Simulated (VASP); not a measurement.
The system is As2P3.

```
P As
1.0
     4.07571    0.00000    0.00000
    -2.03786    3.52967    0.00000
     0.00000    0.00000    6.34115
P As
3 2
Cartesian
  0.0000 0.0000 0.0000
  0.0000 2.3531 4.0900
  2.0379 1.1766 2.2511
  0.0000 2.3531 1.5536
  2.0379 1.1766 4.7876
```

| Item | Value |
| --- | --- |
| Program | VASP 6.6.1 |
| Task | relaxation of cell and atoms |
| Functional | PBE |
| Potentials or basis | VASP PAW PBE potentials, release 64 (P, As) |
| Cutoff | 600 eV |
| k mesh | 6 × 6 × 4 |
| Occupations | gaussian, width 0.1 eV |
| Spin | no spin polarisation |

At the start: pressure 5.4 GPa; volume 18.24 Å³/atom.

Q: Where does the relaxation end?

A: Over 36 steps the energy falls by 339.2 meV/atom and the volume is 17.42 Å³/atom (-4.5 %); space group P-3m1 (No. 164, to 0.05 Å).

The path:
| step | energy change (eV) | largest force (eV/Å) | pressure (GPa) | volume (Å³) |
| --- | --- | --- | --- | --- |
| 1 | 0.0000 | 0.8537 | 5.38 | 91.22 |
| 2 | -0.1423 | 0.2330 | -1.79 | 99.55 |
| 3 | -0.1476 | 0.3282 | -0.76 | 98.10 |
| 4 | -0.1686 | 0.2731 | -0.49 | 97.37 |
| 5 | -0.1887 | 0.1618 | 0.29 | 95.71 |
| 6 | -0.1888 | 0.1555 | 0.34 | 95.61 |
| 7 | -0.1928 | 0.0401 | -0.32 | 96.13 |
| 8 | -0.1929 | 0.0306 | -0.42 | 96.21 |
| 9 | -0.1960 | 0.0730 | -0.06 | 95.49 |
| 10 | -0.1968 | 0.1025 | 0.25 | 94.90 |
| 11 | -0.2005 | 0.1576 | 0.09 | 94.95 |
| 12 | -0.2184 | 0.3232 | -0.25 | 95.09 |
| 13 | -0.3480 | 0.4737 | -1.03 | 95.19 |
| 14 | -0.9195 | 0.0182 | -3.17 | 94.73 |
| 15 | -1.2973 | 1.3860 | 2.23 | 91.44 |
| 16 | -1.3515 | 1.1643 | -0.24 | 92.26 |
| 17 | -1.3561 | 1.0206 | -1.65 | 92.85 |
| 18 | -1.3583 | 1.0703 | -1.18 | 92.64 |
| 19 | -1.3587 | 1.0723 | -1.16 | 92.64 |
| 20 | -1.3597 | 1.0795 | -1.09 | 92.65 |
| 21 | -1.3609 | 1.0950 | -0.94 | 92.66 |
| 22 | -1.3600 | 1.1275 | -0.59 | 92.67 |
| 23 | -1.3609 | 1.1059 | -0.83 | 92.66 |
| 24 | -1.3622 | 1.1033 | -0.84 | 92.65 |
| 25 | -1.3661 | 1.0960 | -0.85 | 92.62 |
| 26 | -1.3738 | 1.0808 | -0.85 | 92.56 |
| 27 | -1.3889 | 1.0489 | -0.86 | 92.43 |
| 28 | -1.4179 | 0.9804 | -0.89 | 92.17 |
| 29 | -1.4707 | 0.8405 | -0.91 | 91.66 |
| 30 | -1.5575 | 0.6095 | -0.84 | 90.64 |
| 31 | -1.6516 | 0.3914 | -0.43 | 88.61 |
| 32 | -1.6544 | 0.4404 | -0.28 | 88.12 |
| 33 | -1.6677 | 0.3788 | -0.10 | 87.67 |
| 34 | -1.6835 | 0.2059 | 0.37 | 86.44 |
| 35 | -1.6928 | 0.1062 | 0.11 | 86.76 |
| 36 | -1.6962 | 0.0021 | -0.13 | 87.11 |

Final structure:
```xyz
5
Lattice="3.5434 0.0000 0.0000 -1.7717 3.0687 0.0000 0.0000 0.0000 8.0107" Properties=species:S:1:pos:R:3 pbc="T T T"
P     0.0000    0.0000    0.0000
P     0.0000    2.0458    4.7724
P     1.7717    1.0229    3.2383
As    0.0000    2.0458    1.5558
As    1.7717    1.0229    6.4549
```
